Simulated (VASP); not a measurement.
# C in VASP: single point with PBEsol

Aim: the single point of C with PBEsol.

Program: VASP 6.6.1. These are calculated values, not measurements. Logs are shortened: lines on timing, memory, paths and dates and some standing lists are left out, and cuts for length are marked.

## (1) The cell of the first run

The cell holds a slab with vacuum, 9 atoms: a = 2.513 Å, b = 2.513 Å, c = 25.668 Å, α = 90.00°, β = 90.00°, γ = 120.00°.

## (2) Single point, PBEsol, collinear spin

The input, INCAR:

```
SYSTEM = C
ALGO = Normal ; DIPOL = 0.5 0.5 0.482
EDIFF = 1E-7 ; ENCUT = 520
GGA = PS ; IDIPOL = 3
ISIF = 2 ; ISMEAR = 0
ISPIN = 2 ; LASPH = .TRUE.
LCHARG = .TRUE. ; LDIPOL = .TRUE.
LELF = .TRUE. ; LORBIT = 11
LREAL = .FALSE. ; LVACPOTAV = .TRUE.
LVHAR = .TRUE. ; LWAVE = .FALSE.
MAGMOM = 0 0 0 0 0 0 0 0 2 ; NBANDS = 32
NELM = 150 ; PREC = Accurate
SIGMA = 0.05
```

The input, KPOINTS:

```
k-points
0
G
  12 12 1
  0 0 0
```

The input, POSCAR:

```
C
1.0
    2.5129226041      0.0000000000      0.0000000000
   -1.2564613021      2.1762548129      0.0000000000
    0.0000000000      0.0000000000     25.6683263218
C
9
Direct
    0.3333333334      0.6666666667      0.3311474185
    0.0000000000      0.0000000000      0.3511311203
    0.0000000000      0.0000000000      0.4110822257
    0.6666666667      0.3333333333      0.4310659274
    0.6666033049      0.3332066099      0.4911978633
    0.3332374016      0.6664748031      0.5110907484
    0.3331488156      0.6662976312      0.5711998222
   -0.0001859965     -0.0003719930      0.5915863764
   -0.0000843144     -0.0001686287      0.6500439719
```

Potentials or basis: VASP PAW PBE potentials, release 64 (C).

The run is started by

```
$ cat potpaw_PBE.64/C/POTCAR > POTCAR
$ mpirun -np 1 vasp_std > vasp.out
```

OUTCAR:

```text
SYSTEM = C
   EDIFF = 1E-7
   ENCUT = 520
   GGA = PS
   ISIF = 2
   ISMEAR = 0
   ISPIN = 2
   LASPH = .TRUE.
   LORBIT = 11
   LREAL = .FALSE.
   NELM = 150
   PREC = Accurate

 ion  position               nearest neighbor table
   1  0.333  0.667  0.331-   2 1.54   2 1.54   2 1.54
   2  0.000  0.000  0.351-   1 1.54   1 1.54   1 1.54   3 1.54
   3  0.000  0.000  0.411-   4 1.54   4 1.54   4 1.54   2 1.54
   4  0.667  0.333  0.431-   3 1.54   3 1.54   3 1.54   5 1.54
   5  0.667  0.333  0.491-   6 1.54   6 1.54   6 1.54   4 1.54
   6  0.333  0.666  0.511-   5 1.54   5 1.54   5 1.54   7 1.54
   7  0.333  0.666  0.571-   8 1.54   8 1.54   8 1.54   6 1.54
   8  1.000  1.000  0.592-   9 1.50   7 1.54   7 1.54   7 1.54
   9  1.000  1.000  0.650-   8 1.50

  LATTYP: Found a hexagonal cell.
 ALAT       =     2.5129226041
 C/A-ratio  =    10.2145311917

  Lattice vectors:

 A1 = (   2.5129226041,   0.0000000000,   0.0000000000)
 A2 = (  -1.2564613021,   2.1762548129,   0.0000000000)
 A3 = (   0.0000000000,   0.0000000000,  25.6683263218)

Analysis of symmetry for initial positions (statically):
=====================================================================
 Subroutine PRICEL returns:
 Original cell was already a primitive cell.

 Routine SETGRP: Setting up the symmetry group for a
 hexagonal supercell.

 Subroutine GETGRP returns: Found  2 space group operations
 (whereof  2 operations were pure point group operations)
 out of a pool of 24 trial point group operations.

The static configuration has the point symmetry C_1h.

Analysis of symmetry for dynamics (positions and initial velocities):
=====================================================================
 Subroutine PRICEL returns:
 Original cell was already a primitive cell.

 Routine SETGRP: Setting up the symmetry group for a
 hexagonal supercell.

 Subroutine GETGRP returns: Found  2 space group operations
 (whereof  2 operations were pure point group operations)
 out of a pool of 24 trial point group operations.

The dynamic configuration has the point symmetry C_1h.

Analysis of structural, dynamic, and magnetic symmetry:
=====================================================================
 Subroutine PRICEL returns:
 Original cell was already a primitive cell.

 Routine SETGRP: Setting up the symmetry group for a
 hexagonal supercell.

 Subroutine GETGRP returns: Found  2 space group operations
 (whereof  2 operations were pure point group operations)
 out of a pool of 24 trial point group operations.

The overall configuration has the point symmetry C_1h.

 Subroutine INISYM returns: Found  2 space group operations
 (whereof  2 operations are pure point group operations),
 and found     1 'primitive' translations

----------------------------------------------------------------------------------------

                                     Primitive cell

  volume of cell :     140.3739

  direct lattice vectors                    reciprocal lattice vectors
     2.512922604  0.000000000  0.000000000     0.397943016  0.229752507  0.000000000
    -1.256461302  2.176254813  0.000000000     0.000000000  0.459505015  0.000000000
     0.000000000  0.000000000 25.668326322     0.000000000  0.000000000  0.038958520

  length of vectors
     2.512922604  2.512922604 25.668326322     0.459505015  0.459505015  0.038958520

  position of ions in fractional coordinates (direct lattice)
     0.333333333  0.666666667  0.331147419
     0.000000000  0.000000000  0.351131120
     0.000000000  0.000000000  0.411082226
     0.666666667  0.333333333  0.431065927
     0.666603305  0.333206610  0.491197863
     0.333237402  0.666474803  0.511090748
     0.333148816  0.666297631  0.571199822
     0.999814003  0.999628007  0.591586376
     0.999915686  0.999831371  0.650043972

  ion indices of the primitive-cell ions
   primitive index   ion index
                 1           1
                 2           2
                 3           3
                 4           4
                 5           5
                 6           6
                 7           7
                 8           8
                 9           9

----------------------------------------------------------------------------------------

 KPOINTS: k-points

Automatic generation of k-mesh.
 Grid dimensions read from file:
 generate k-points for:   12   12    1

 Generating k-lattice:

  Cartesian coordinates                     Fractional coordinates (reciprocal lattice)
     0.033161918  0.019146042  0.000000000     0.083333333  0.000000000  0.000000000
     0.000000000  0.038292085  0.000000000     0.000000000  0.083333333  0.000000000
     0.000000000  0.000000000  0.038958520     0.000000000  0.000000000  1.000000000

  Length of vectors
     0.038292085  0.038292085  0.038958520

  Shift w.r.t. Gamma in fractional coordinates (k-lattice)
     0.000000000  0.000000000  0.000000000

 Subroutine IBZKPT returns following result:
 ===========================================

 Found     43 irreducible k-points:

 Following reciprocal coordinates:
            Coordinates               Weight
  0.000000  0.000000  0.000000      1.000000
  0.083333  0.000000  0.000000      4.000000
  0.000000  0.083333  0.000000      2.000000
  0.166667  0.000000  0.000000      4.000000
  0.000000  0.166667  0.000000      2.000000
  0.250000  0.000000  0.000000      4.000000
[... 16 lines left out ...]
 -0.083333  0.416667  0.000000      4.000000
 -0.416667  0.333333  0.000000      4.000000
 [... further k-points ...]
   k-points           NKPTS =     43   k-points in BZ     NKDIM =     43   number of bands    NBANDS=     32
   number of dos      NEDOS =    301   number of ions     NIONS =      9
   total plane-waves  NPLWV =  76800
   dimension x,y,z NGX =    20 NGY =   20 NGZ =  192
   dimension x,y,z NGXF=    40 NGYF=   40 NGZF=  384
   ions per type =               9
   NGX,Y,Z   is equivalent  to a cutoff of  13.23, 13.23, 12.44 a.u.
   NGXF,Y,Z  is equivalent  to a cutoff of  26.46, 26.46, 24.87 a.u.
 SYSTEM =  C
   PREC   = accura    normal or accurate (medium, high low for compatibility)
   ISTART =      0    job   : 0-new  1-cont  2-samecut
   ICHARG =      2    charge: 1-file 2-atom 10-const
   ISPIN  =      2    spin polarized calculation?
   LNONCOLLINEAR =      F non collinear calculations
   LSORBIT =      F    spin-orbit coupling
   LASPH  =      T    aspherical Exc in radial PAW
   ENCUT  =  520.0 eV  38.22 Ry    6.18 a.u.   4.67  4.67 47.73*2*pi/ulx,y,z
   NELM   =    150;   NELMIN=  2; NELMDL= -5     # of ELM steps
   EDIFF  = 0.1E-06   stopping-criterion for ELM
   LREAL  =      F    real-space projection
   EDIFFG = 0.1E-05   stopping-criterion for IOM
   NSW    =      0    number of steps for IOM
   IBRION =     -1    ionic relax: 0-MD 1-quasi-New 2-CG
   NFREE  =      0    steps in history (QN), initial steepest desc. (CG)
   ISIF   =      2    stress and relaxation
   ISYM   =      2    0-nonsym 1-usesym 2-fastsym
   POTIM  = 0.5000    time-step for ionic-motion
   TEBEG  =    0.0;   TEEND  =   0.0 temperature during run
   PSTRESS=    0.0 pullay stress
   NELECT =      36.0000    total number of electrons
   NUPDOWN=      -1.0000    fix difference up-down
   EMIN   =  10.00;   EMAX   =-10.00  energy-range for DOS
   EFERMI =   0.00;   METHOD = LEGACY
   ISMEAR =     0;   SIGMA  =   0.05  broadening in eV -4-tet -1-fermi 0-gaus
   EFERMI_NEDOS =   21; number of points for ismear=-14 and -15
   IALGO  =     38    algorithm
   IMIX   =      4    mixing-type and parameters
     AMIX     =   0.40;   BMIX     =  1.00
     AMIX_MAG =   1.60;   BMIX_MAG =  1.00
  volume/ion in A,a.u.               =      15.60       105.25
  Fermi-wavevector in a.u.,A,eV,Ry     =   1.040112  1.965527 14.719237  1.081833
  Thomas-Fermi vector in A             =   2.174673
   LORBIT       =     11    0 simple, 1 ext, 2 COOP (PROOUT), +10 PAW based schemes
   GGA     = PS    functional components
   LHFCALC =     F    Hartree Fock is set to
   AEXX    =    0.0000 exact exchange contribution
   IVDW    =     0    specifies the selected vdW correction
   LEPSILON=     F    determine dielectric tensor
   LRPA    =     F    only Hartree local field effects (RPA)
 spin polarized calculation
 Gauss-broadening in eV      SIGMA  =   0.05
  energy-cutoff  :      520.00
  volume of cell :      140.37
 maximum number of plane-waves:      3839
   NGX =  9   NGY =  9   NGZ = 95

 dipolmoment           0.000000      0.000000     -0.005607 electrons x Angstroem

 number of electron      36.0000000 magnetization       0.1906164

 number of electron      36.0000000 magnetization      -1.0002536

 dipolmoment           0.000000      0.000000      0.066809 electrons x Angstroem

 Free energy of the ion-electron system (eV)
  ---------------------------------------------------
  ext. energy  EPLUGINS =         0.00000000
  ---------------------------------------------------
  free energy    TOTEN  =       -80.02719377 eV

  energy without entropy =      -80.02645072  energy(sigma->0) =      -80.02682224

 E-fermi :  -0.6471     XC(G=0):  -5.6671

 val. band max:       -0.6806370831   @ k =   0.2500   0.2500   0.0000
 cond. band min:      -0.2740282401   @ k =   0.0000   0.3333   0.0000
 fundamental gap:      0.4066088430
 Fermi energy:        -0.6470645741

 spin component 1

 k-point     1 :       0.0000    0.0000    0.0000
  band No.  band energies     occupation
      1     -22.3295      1.00000
      2     -21.2262      1.00000
      3     -19.6259      1.00000
      4     -17.6337      1.00000
      5     -14.3926      1.00000
      6     -11.4749      1.00000
[... 22 lines left out ...]
     29       7.1704      0.00000
     30       7.5125      0.00000
[... 728 lines left out ...]
  band No.  band energies     occupation
      1     -18.8000      1.00000
      2     -17.7588      1.00000
      3     -16.2848      1.00000
      4     -14.5047      1.00000
      5     -12.6417      1.00000
      6     -12.1063      1.00000
[... 22 lines left out ...]
     29       9.7610      0.00000
     30      10.1440      0.00000

 [... further k-points ...]

 spin component 2

 k-point     1 :       0.0000    0.0000    0.0000
  band No.  band energies     occupation
      1     -22.3766      1.00000
      2     -21.3316      1.00000
      3     -19.7726      1.00000
      4     -17.8445      1.00000
      5     -14.4758      1.00000
      6     -11.7344      1.00000
[... 22 lines left out ...]
     29       7.1034      0.00000
     30       7.5021      0.00000
[... 728 lines left out ...]
  band No.  band energies     occupation
      1     -18.8460      1.00000
      2     -17.8606      1.00000
      3     -16.4237      1.00000
      4     -14.7104      1.00000
      5     -12.7158      1.00000
      6     -12.2010      1.00000
[... 22 lines left out ...]
     29       9.4871      0.00000
     30       9.9909      0.00000

 [... further k-points ...]

 [bands above 30 left out]

------------------------ aborting loop because EDIFF is reached ----------------------------------------

  FORCE on cell =-STRESS in cart. coord.  units (eV):
  Direction    XX          YY          ZZ          XY          YZ          ZX
  --------------------------------------------------------------------------------------
  -------------------------------------------------------------------------------------
  Total       -2.9507923     -2.9524430     -0.7797201      0.0000000      0.0088460     -0.0000000
  in kB      -33.6792817    -33.6981212     -8.8994443      0.0000000      0.1009645     -0.0000000
  external PRESSURE =     -25.4256157 kB  Pullay stress =       0.0000000 kB

 VOLUME and BASIS-vectors are now :
 -----------------------------------------------------------------------------
  energy-cutoff  :      520.00
  volume of cell :      140.37
      direct lattice vectors                 reciprocal lattice vectors
     2.512922604  0.000000000  0.000000000     0.397943016  0.229752507  0.000000000
    -1.256461302  2.176254813  0.000000000     0.000000000  0.459505015  0.000000000
     0.000000000  0.000000000 25.668326322     0.000000000  0.000000000  0.038958520

 POSITION                                       TOTAL-FORCE (eV/Angst)
 -----------------------------------------------------------------------------------
      0.00000      1.45084      8.50000         0.000000     -0.000048      3.226906
      0.00000      0.00000      9.01295         0.000000     -0.000186     -3.752179
      0.00000      0.00000     10.55179        -0.000000      0.000022      0.681602
      1.25646      0.72542     11.06474         0.000000     -0.002376     -0.167248
      1.25646      0.72514     12.60823         0.000000     -0.002527     -0.021980
      0.00000      1.45042     13.11884        -0.000000      0.001915     -0.003052
     -0.00000      1.45003     14.66174        -0.000000      0.003296     -0.015040
      1.25646      2.17545     15.18503        -0.000000      0.002006     -0.009238
      1.25646      2.17589     16.68554         0.000000     -0.002102      0.060228
 -----------------------------------------------------------------------------------
    total drift:                                0.000000      0.000003     -0.000170

  FREE ENERGIE OF THE ION-ELECTRON SYSTEM (eV)
  ---------------------------------------------------
  free  energy   TOTEN  =       -80.0271937651 eV

  energy  without entropy=      -80.0264507185  energy(sigma->0) =      -80.02682224

 vacuum level on the upper side and lower side of the slab         7.199         4.988

 total charge

# of ion       s       p       d       tot
------------------------------------------
    1        0.839   1.600   0.000   2.440
    2        0.824   1.731   0.000   2.555
    3        0.830   1.740   0.000   2.570
    4        0.827   1.749   0.000   2.576
    5        0.826   1.749   0.000   2.575
    6        0.827   1.750   0.000   2.577
    7        0.833   1.718   0.000   2.551
    8        0.835   1.764   0.000   2.599
    9        0.974   1.141   0.000   2.114
--------------------------------------------------
tot          7.615  14.942   0.000  22.556

 magnetization (x)

# of ion       s       p       d       tot
------------------------------------------
    1       -0.068  -0.399   0.000  -0.467
    2        0.003   0.007   0.000   0.010
    3       -0.012  -0.066   0.000  -0.078
    4       -0.001  -0.005   0.000  -0.006
    5       -0.002  -0.011   0.000  -0.013
    6       -0.000  -0.001   0.000  -0.001
    7       -0.000  -0.002   0.000  -0.003
    8       -0.000  -0.000   0.000  -0.000
    9       -0.000  -0.001   0.000  -0.001
--------------------------------------------------
tot         -0.080  -0.479   0.000  -0.560
```

It took 38 min on 1 thread of Intel Xeon 8259CL, shared host; peak memory 0.47 GiB.

What came out:

| Item | Value |
| --- | --- |
| Free energy | -80.0272 eV |
| Largest force | 3.752 eV/Å |
| Net moment | -1.00 μB per cell |
| Site moments | C -0.47, +0.01, -0.08, -0.01, -0.00 (each value once) μB |
| Valence electrons inside the program's atomic spheres | C 2.44, 2.56, 2.57, 2.58, 2.55, 2.60, 2.11 (each value once) |

Forces on the atoms (eV/Å):
```
C    0.000  0.000  3.227
C    0.000  0.000 -3.752
C    0.000  0.000  0.682
C    0.000 -0.002 -0.167
C    0.000 -0.003 -0.022
C    0.000  0.002 -0.003
C    0.000  0.003 -0.015
C    0.000  0.002 -0.009
C    0.000 -0.002  0.060
```

Caveat: the PAW data sets were made with another functional, which shifts forces and pressure a little.
